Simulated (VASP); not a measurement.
**K3AsF6: single point with LDA**

The system is K3AsF6.

```xyz
10
Lattice="0.0000 4.5839 4.5839 4.5839 0.0000 4.5839 4.5839 4.5839 0.0000" Properties=species:S:1:pos:R:3 pbc="T T T"
K     2.2919    2.2919    2.2919
K     6.8758    6.8758    6.8758
K     4.5839    4.5839    4.5839
As    0.0000    0.0000    0.0000
F     4.5839    4.5839    2.0658
F     7.1020    4.5839    4.5839
F     4.5839    4.5839    7.1020
F     4.5839    2.0658    4.5839
F     4.5839    7.1020    4.5839
F     2.0658    4.5839    4.5839
```

```yaml
Program: VASP 6.6.1
Task: single point
Functional: LDA
Potentials_or_basis: VASP PAW LDA potentials, release 64 (K_sv, As, F)
Cutoff: 520 eV
k_mesh: 2 × 2 × 2
Occupations: gaussian, width 0.01 eV
Spin: no spin polarisation
```

The pressure is -4.4 GPa. The largest force is 0.254 eV/Å and the band gap on the k mesh is 4.06 eV, indirect (least direct gap 4.28 eV).

Forces on the atoms (eV/Å):
```
K    0.000  0.000  0.000
K    0.000  0.000  0.000
K    0.000  0.000  0.000
As   0.000  0.000  0.000
F    0.000  0.000 -0.254
F    0.254  0.000  0.000
F    0.000  0.000  0.254
F    0.000 -0.254  0.000
F    0.000  0.254  0.000
F   -0.254  0.000  0.000
```

Levels at points of the mesh, in eV from the valence-band top:
```csv
k point,band 33,band 34,band 35,band 36,band 37,band 38,band 39,band 40,band 41,band 42
"(0.00, 0.00, 0.00)",-2.76,-2.37,-2.37,-2.37,-0.49,4.06,4.96,4.96,4.96,6.69
"(0.50, 0.00, 0.00)",-2.69,-2.49,-2.49,-2.45,0.00,4.28,5.08,5.08,5.66,6.45
"(0.50, 0.50, 0.00)",-2.79,-2.64,-2.64,-2.37,-0.22,4.79,5.19,5.19,6.40,6.49
```

It took 18 s on 1 thread of Intel(R) Xeon(R) 6975P-C (Granite Rapids), with other jobs on the host, peak memory 0.25 GiB.

Caveat: the k points lie up to 0.59 Å⁻¹ apart. A k mesh can miss the band edges.
